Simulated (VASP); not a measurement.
# Ni (Fm-3m) in VASP: single point with LDA

Aim: the single point of Ni with LDA.

Everything below comes from runs of VASP 6.6.1. Logs are shortened: lines on timing, memory, paths and dates and some standing lists are left out, and cuts for length are marked.

### Step 1. The cell of the first run

The structure is cubic, space group Fm-3m (No. 225). The conventional cell has a = 3.423 Å, b = 3.423 Å, c = 3.423 Å, α = 90.00°, β = 90.00°, γ = 90.00°. Ni (site symmetry m-3m) has 12 Ni at 2.42 Å within 3.2 Å.

### Step 2. Single point, LDA, collinear spin, ferromagnetic start

The input, POSCAR:

```
Ni
1.0
    0.0000000000      1.7115729537      1.7115729537
    1.7115729537      0.0000000000      1.7115729537
    1.7115729537      1.7115729537      0.0000000000
Ni
1
Direct
    0.0000000000      0.0000000000      0.0000000000
```

The input, INCAR.step1:

```
PREC     = Accurate       # precision mode
ENCUT    = 520            # plane-wave cutoff, eV
EDIFF    = 1E-6           # SCF threshold, eV
ISMEAR   = -1             # smearing method
SIGMA    = 0.05           # smearing width, eV
LREAL    = F              # projectors in reciprocal space
LASPH    = T              # aspherical terms in the spheres
NELM     = 150            # most SCF steps
ALGO     = Normal         # electronic algorithm
ISIF     = 2              # what is computed and relaxed
LWAVE    = F              # write WAVECAR
LCHARG   = T              # write CHGCAR
ISPIN    = 2              # spin polarisation
MAGMOM   = 1              # initial moments
LMAXMIX  = 4              # l up to which the mixer works
GGA      = CA             # functional
NBANDS   = 15             # bands
```

The input, KPOINTS.step1:

```
regular mesh
0
Gamma
  21 21 21
```

The input, INCAR.step2:

```
PREC     = Accurate       # precision mode
ENCUT    = 520            # plane-wave cutoff, eV
EDIFF    = 1E-6           # SCF threshold, eV
ISMEAR   = -5             # smearing method
SIGMA    = 0.05           # smearing width, eV
LREAL    = F              # projectors in reciprocal space
LASPH    = T              # aspherical terms in the spheres
NELM     = 150            # most SCF steps
ALGO     = Normal         # electronic algorithm
ISIF     = 2              # what is computed and relaxed
LWAVE    = F              # write WAVECAR
LCHARG   = F              # write CHGCAR
ISPIN    = 2              # spin polarisation
MAGMOM   = 1              # initial moments
LORBIT   = 11             # projections on sites
LMAXMIX  = 4              # l up to which the mixer works
GGA      = CA             # functional
NBANDS   = 15             # bands
NEDOS    = 1001           # points of the DOS
ICHARG   = 11             # starting density
```

The input, KPOINTS.step2:

```
regular mesh
0
Gamma
  32 32 32
```

Potentials or basis: VASP PAW LDA potentials, release 64 (Ni).

Launch:

```
$ cat potpaw_LDA.64/Ni/POTCAR > POTCAR
$ cp INCAR.step1 INCAR
$ cp KPOINTS.step1 KPOINTS
$ mpirun -np 1 vasp_std > vasp.out
$ cp INCAR.step2 INCAR
$ cp KPOINTS.step2 KPOINTS
$ mpirun -np 1 vasp_std > vasp.out
```

OUTCAR:

```text
PREC = Accurate
   ENCUT = 520
   EDIFF = 1E-6
   ISMEAR = -5
   LREAL = F
   LASPH = T
   NELM = 150
   ISIF = 2
   ISPIN = 2
   LORBIT = 11
   GGA = CA
   ICHARG = 11

 ion  position               nearest neighbor table
   1  0.000  0.000  0.000-

  LATTYP: Found a face centered cubic cell.
 ALAT       =     3.4231459074

  Lattice vectors:

 A1 = (   0.0000000000,   1.7115729537,   1.7115729537)
 A2 = (   1.7115729537,   0.0000000000,   1.7115729537)
 A3 = (   1.7115729537,   1.7115729537,   0.0000000000)

Analysis of symmetry for initial positions (statically):
=====================================================================
 Subroutine PRICEL returns:
 Original cell was already a primitive cell.

 Routine SETGRP: Setting up the symmetry group for a
 face centered cubic supercell.

 Subroutine GETGRP returns: Found 48 space group operations
 (whereof 48 operations were pure point group operations)
 out of a pool of 48 trial point group operations.

The static configuration has the point symmetry O_h .

Analysis of symmetry for dynamics (positions and initial velocities):
=====================================================================
 Subroutine PRICEL returns:
 Original cell was already a primitive cell.

 Routine SETGRP: Setting up the symmetry group for a
 face centered cubic supercell.

 Subroutine GETGRP returns: Found 48 space group operations
 (whereof 48 operations were pure point group operations)
 out of a pool of 48 trial point group operations.

The dynamic configuration has the point symmetry O_h .

Analysis of structural, dynamic, and magnetic symmetry:
=====================================================================
 Subroutine PRICEL returns:
 Original cell was already a primitive cell.

 Routine SETGRP: Setting up the symmetry group for a
 face centered cubic supercell.

 Subroutine GETGRP returns: Found 48 space group operations
 (whereof 48 operations were pure point group operations)
 out of a pool of 48 trial point group operations.

The overall configuration has the point symmetry O_h .

 Subroutine INISYM returns: Found 48 space group operations
 (whereof 48 operations are pure point group operations),
 and found     1 'primitive' translations

----------------------------------------------------------------------------------------

                                     Primitive cell

  volume of cell :      10.0280

  direct lattice vectors                    reciprocal lattice vectors
     0.000000000  1.711572954  1.711572954    -0.292128944  0.292128944  0.292128944
     1.711572954  0.000000000  1.711572954     0.292128944 -0.292128944  0.292128944
     1.711572954  1.711572954  0.000000000     0.292128944  0.292128944 -0.292128944

  length of vectors
     2.420529684  2.420529684  2.420529684     0.505982174  0.505982174  0.505982174

  position of ions in fractional coordinates (direct lattice)
     0.000000000  0.000000000  0.000000000

  ion indices of the primitive-cell ions
   primitive index   ion index
                 1           1

----------------------------------------------------------------------------------------

 KPOINTS: regular mesh

Automatic generation of k-mesh.
 Grid dimensions read from file:
 generate k-points for:   32   32   32

 Generating k-lattice:

  Cartesian coordinates                     Fractional coordinates (reciprocal lattice)
    -0.009129030  0.009129030  0.009129030     0.031250000  0.000000000  0.000000000
     0.009129030 -0.009129030  0.009129030     0.000000000  0.031250000  0.000000000
     0.009129030  0.009129030 -0.009129030     0.000000000  0.000000000  0.031250000

  Length of vectors
     0.015811943  0.015811943  0.015811943

  Shift w.r.t. Gamma in fractional coordinates (k-lattice)
     0.000000000  0.000000000  0.000000000

 TETIRR: Found   4342 inequivalent tetrahedra from   196608

 Subroutine IBZKPT returns following result:
 ===========================================

 Found    897 irreducible k-points:

 Following reciprocal coordinates:
            Coordinates               Weight
  0.000000  0.000000  0.000000      1.000000
  0.031250  0.000000  0.000000      8.000000
  0.062500  0.000000  0.000000      8.000000
  0.093750  0.000000  0.000000      8.000000
  0.125000  0.000000  0.000000      8.000000
  0.156250  0.000000  0.000000      8.000000
[... 16 lines left out ...]
  0.187500  0.031250  0.000000     24.000000
  0.218750  0.031250  0.000000     24.000000
 [... further k-points ...]
   k-points           NKPTS =    897   k-points in BZ     NKDIM =    897   number of bands    NBANDS=     15
   number of dos      NEDOS =   1001   number of ions     NIONS =      1
   total plane-waves  NPLWV =   5832
   dimension x,y,z NGX =    18 NGY =   18 NGZ =   18
   dimension x,y,z NGXF=    36 NGYF=   36 NGZF=   36
   ions per type =               1
   NGX,Y,Z   is equivalent  to a cutoff of  12.36, 12.36, 12.36 a.u.
   NGXF,Y,Z  is equivalent  to a cutoff of  24.73, 24.73, 24.73 a.u.
 SYSTEM =  unknown system
   PREC   = accura    normal or accurate (medium, high low for compatibility)
   ISTART =      0    job   : 0-new  1-cont  2-samecut
   ICHARG =     11    charge: 1-file 2-atom 10-const
   ISPIN  =      2    spin polarized calculation?
   LNONCOLLINEAR =      F non collinear calculations
   LSORBIT =      F    spin-orbit coupling
   LASPH  =      T    aspherical Exc in radial PAW
   ENCUT  =  520.0 eV  38.22 Ry    6.18 a.u.   4.50  4.50  4.50*2*pi/ulx,y,z
   NELM   =    150;   NELMIN=  2; NELMDL=  0     # of ELM steps
   EDIFF  = 0.1E-05   stopping-criterion for ELM
   LREAL  =      F    real-space projection
   EDIFFG = 0.1E-04   stopping-criterion for IOM
   NSW    =      0    number of steps for IOM
   IBRION =     -1    ionic relax: 0-MD 1-quasi-New 2-CG
   NFREE  =      0    steps in history (QN), initial steepest desc. (CG)
   ISIF   =      2    stress and relaxation
   ISYM   =      2    0-nonsym 1-usesym 2-fastsym
   POTIM  = 0.5000    time-step for ionic-motion
   TEBEG  =    0.0;   TEEND  =   0.0 temperature during run
   PSTRESS=    0.0 pullay stress
   NELECT =      10.0000    total number of electrons
   NUPDOWN=      -1.0000    fix difference up-down
   EMIN   =  10.00;   EMAX   =-10.00  energy-range for DOS
   EFERMI =   0.00;   METHOD = LEGACY
   ISMEAR =    -5;   SIGMA  =   0.05  broadening in eV -4-tet -1-fermi 0-gaus
   EFERMI_NEDOS =   21; number of points for ismear=-14 and -15
   IALGO  =     38    algorithm
   IMIX   =      4    mixing-type and parameters
     AMIX     =   0.40;   BMIX     =  1.00
     AMIX_MAG =   1.60;   BMIX_MAG =  1.00
  volume/ion in A,a.u.               =      10.03        67.67
  Fermi-wavevector in a.u.,A,eV,Ry     =   1.635571  3.090781 36.396846  2.675093
  Thomas-Fermi vector in A             =   2.727022
   LORBIT       =     11    0 simple, 1 ext, 2 COOP (PROOUT), +10 PAW based schemes
   GGA     = CA    functional components
   LHFCALC =     F    Hartree Fock is set to
   AEXX    =    0.0000 exact exchange contribution
   IVDW    =     0    specifies the selected vdW correction
   LEPSILON=     F    determine dielectric tensor
   LRPA    =     F    only Hartree local field effects (RPA)
 spin polarized calculation
 Fermi weights with tetrahedron method with Bloechl corrections
  energy-cutoff  :      520.00
  volume of cell :       10.03
 maximum number of plane-waves:       290
 NGX is ok and might be reduce to    18

 number of electron       9.9999991 magnetization       0.5650970

 Free energy of the ion-electron system (eV)
  ---------------------------------------------------
  ext. energy  EPLUGINS =         0.00000000
  ---------------------------------------------------
  free energy    TOTEN  =        -6.57921436 eV

  energy without entropy =       -6.57921436  energy(sigma->0) =       -6.57921436

 E-fermi :  10.2437     XC(G=0): -14.1022

 val. band max:       10.2832582656   @ k =   0.4062   0.4062   0.0000
 cond. band min:      10.2200800846   @ k =   0.3750   0.0938   0.0000
 fundamental gap:     -0.0631781810
 Fermi energy:        10.2437489349

 spin component 1

 k-point     1 :       0.0000    0.0000    0.0000
  band No.  band energies     occupation
      1       0.6774      1.00000
      2       7.6908      1.00000
      3       7.6908      1.00000
      4       7.6908      1.00000
      5       8.9876      1.00000
      6       8.9876      1.00000
      7      34.7006      0.00000
      8      39.1108      0.00000
      9      39.1108      0.00000
     10      39.1108      0.00000
     11      42.3816      0.00000
     12      42.3816      0.00000
     13      42.3816      0.00000
     14      45.3382      0.00000
     15      52.2979      0.00000
[... 397 lines left out ...]
 k-point    24 :       0.2188    0.0312    0.0000
  band No.  band energies     occupation
      1       2.4098      1.00000
      2       7.3233      1.00000
      3       7.9454      1.00000
      4       7.9515      1.00000
      5       8.8984      1.00000
      6       9.0599      1.00000
      7      27.7475      0.00000
      8      35.0271      0.00000
      9      36.2876      0.00000
     10      38.7575      0.00000
     11      41.8621      0.00000
     12      44.3968      0.00000
     13      44.5255      0.00000
     14      47.5556      0.00000
     15      49.9014      0.00000

 [... further k-points ...]

 spin component 2

 k-point     1 :       0.0000    0.0000    0.0000
  band No.  band energies     occupation
      1       0.7212      1.00000
      2       8.2703      1.00000
      3       8.2703      1.00000
      4       8.2703      1.00000
      5       9.5188      1.00000
      6       9.5188      1.00000
      7      34.6910      0.00000
      8      39.1549      0.00000
      9      39.1549      0.00000
     10      39.1549      0.00000
     11      42.5447      0.00000
     12      42.5447      0.00000
     13      42.5447      0.00000
     14      45.3205      0.00000
     15      52.4803      0.00000
[... 397 lines left out ...]
 k-point    24 :       0.2188    0.0312    0.0000
  band No.  band energies     occupation
      1       2.4635      1.00000
      2       7.8558      1.00000
      3       8.5151      1.00000
      4       8.5223      1.00000
      5       9.4394      1.00000
      6       9.6071      1.00000
      7      27.9049      0.00000
      8      35.0431      0.00000
      9      36.4147      0.00000
     10      38.8634      0.00000
     11      41.9339      0.00000
     12      44.4654      0.00000
     13      44.5876      0.00000
     14      47.7193      0.00000
     15      50.0667      0.00000

 [... further k-points ...]

------------------------ aborting loop because EDIFF is reached ----------------------------------------

  FORCE on cell =-STRESS in cart. coord.  units (eV):
  Direction    XX          YY          ZZ          XY          YZ          ZX
  --------------------------------------------------------------------------------------
  -------------------------------------------------------------------------------------
  Total       -0.0754879     -0.0754879     -0.0754879      0.0000000      0.0000000     -0.0000000
  in kB      -12.0606756    -12.0606756    -12.0606756      0.0000000      0.0000000     -0.0000000
  external PRESSURE =     -12.0606756 kB  Pullay stress =       0.0000000 kB

 VOLUME and BASIS-vectors are now :
 -----------------------------------------------------------------------------
  energy-cutoff  :      520.00
  volume of cell :       10.03
      direct lattice vectors                 reciprocal lattice vectors
     0.000000000  1.711572954  1.711572954    -0.292128944  0.292128944  0.292128944
     1.711572954  0.000000000  1.711572954     0.292128944 -0.292128944  0.292128944
     1.711572954  1.711572954  0.000000000     0.292128944  0.292128944 -0.292128944

 POSITION                                       TOTAL-FORCE (eV/Angst)
 -----------------------------------------------------------------------------------
      0.00000      0.00000      0.00000         0.000000      0.000000     -0.000000
 -----------------------------------------------------------------------------------
    total drift:                                0.000000      0.000000      0.000000

  FREE ENERGIE OF THE ION-ELECTRON SYSTEM (eV)
  ---------------------------------------------------
  free  energy   TOTEN  =        -6.5792143588 eV

  energy  without entropy=       -6.5792143588  energy(sigma->0) =       -6.57921436

 total charge

# of ion       s       p       d       tot
------------------------------------------
    1        0.535   0.572   8.369   9.476

 magnetization (x)

# of ion       s       p       d       tot
------------------------------------------
    1       -0.005  -0.018   0.594   0.571
```

Wall time 3 min (1 thread of Intel Xeon Platinum 8259CL at 2.50GHz (Skylake/Cascade Lake), shared host); peak memory 0.31 GiB.

Results:

- Net moment: 0.57 μB per cell
- Site moments: Ni +0.57 μB
- Valence electrons inside the program's atomic spheres: Ni 9.48
